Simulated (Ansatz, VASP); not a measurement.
Si8Ni3 in VASP and in Ansatz

File INCAR:

```
SYSTEM = Si8Ni3
PREC = Accurate
ENCUT = 520
EDIFF = 1E-7
ISMEAR = 0
SIGMA = 0.1
LREAL = .FALSE.
LASPH = .TRUE.
NELM = 80
ALGO = Normal
ISIF = 2
LWAVE = .FALSE.
LCHARG = .TRUE.
LDIPOL = .TRUE.
IDIPOL = 3
DIPOL = 0.5 0.5 0.500
GGA = PS
LELF = .TRUE.
LVHAR = .TRUE.
LVACPOTAV = .TRUE.
NBANDS = 42
```

File KPOINTS:

```
Automatic mesh
0
G
  9 9 1
  0 0 0
```

File POSCAR:

```
Si8Ni3
1.0
    3.8123023599      0.0000000000      0.0000000000
   -1.9061511800      3.3015506906      0.0000000000
    0.0000000000      0.0000000000     25.8945614482
Si Ni
8 3
Direct
    0.6666666667      0.3333333333      0.2896361081
    0.0000000000      0.0000000000      0.3497400772
    0.3333333333      0.6666666667      0.4098440463
    0.6666666667      0.3333333333      0.4699480154
    0.0000000000      0.0000000000      0.5300519846
    0.3333333333      0.6666666667      0.5901559537
    0.6666666667      0.3333333333      0.6502599228
    0.0000000000      0.0000000000      0.7103638919
    0.6666666667      0.3333333333      0.3797920618
    0.3333333333      0.6666666667      0.5000000000
    0.0000000000      0.0000000000      0.6202079382
```

Input for Ansatz:

```yaml
crystal:
  lattice:
    - [3.8123023599, 0.0, 0.0]
    - [-1.90615118, 3.3015506906, 0.0]
    - [0.0, 0.0, 25.8945614482]
  atoms:
    - { symbol: Si, position: [0.6666666667, 0.3333333333, 0.2896361081] }
    - { symbol: Si, position: [0.0, 0.0, 0.3497400772] }
    - { symbol: Ni, position: [0.6666666667, 0.3333333333, 0.3797920618] }
    - { symbol: Si, position: [0.3333333333, 0.6666666667, 0.4098440463] }
    - { symbol: Si, position: [0.6666666667, 0.3333333333, 0.4699480154] }
    - { symbol: Ni, position: [0.3333333333, 0.6666666667, 0.5] }
    - { symbol: Si, position: [0.0, 0.0, 0.5300519846] }
    - { symbol: Si, position: [0.3333333333, 0.6666666667, 0.5901559537] }
    - { symbol: Ni, position: [0.0, 0.0, 0.6202079382] }
    - { symbol: Si, position: [0.6666666667, 0.3333333333, 0.6502599228] }
    - { symbol: Si, position: [0.0, 0.0, 0.7103638919] }
basis:
  ecutwfc: 420
kpoints:
  mp_grid: { grid: [9, 9, 1] }
hamiltonian:
  xc: pbesol
scf:
  occupations: { method: gaussian, width: 0.1 }
output:
  forces: true
  stress: true
  eigenvalues: true
  write_density: true
  write_potential: true
  elf: true
  volumetric_format: npy
efield:
  axis: 3
  dipole_correction: true
  ramp_width: 0.04
```

Alike in both runs: task single point; functional PBEsol; k mesh 9 × 9 × 1; occupations gaussian, width 0.1 eV; no spin polarisation.

|  | VASP | Ansatz |
| --- | --- | --- |
| version | VASP 6.6.1 | Ansatz 0.2.0 |
| potentials or method | VASP PAW PBE potentials, release 64 (Si, Ni), cutoff 520 eV | scalar-relativistic, plane waves, PAW |
| valence electrons in the cell | 62 | 86 |

|  | VASP | Ansatz | Ansatz less VASP |
| --- | --- | --- | --- |
| gap on the k mesh at the Fermi level (eV) | none | none | - |
| rms of the force components (eV/Å) | 0.335 | 0.336 | +0.0009 |
| work function, face that differs most (eV) | 5.00 | 5.00 | +0.002 |

VASP's potentials were made for PBE, not for PBEsol. A gap of «none» marks a metal or a gap that the smearing closes. The functional is the same, so the differences come from potentials, cutoffs and numerics. VASP's potentials hold 62 valence electrons a cell and Ansatz's 86, so a difference there can come from the potentials and not from the codes. Ansatz's warnings: xc potential rough in thin density.
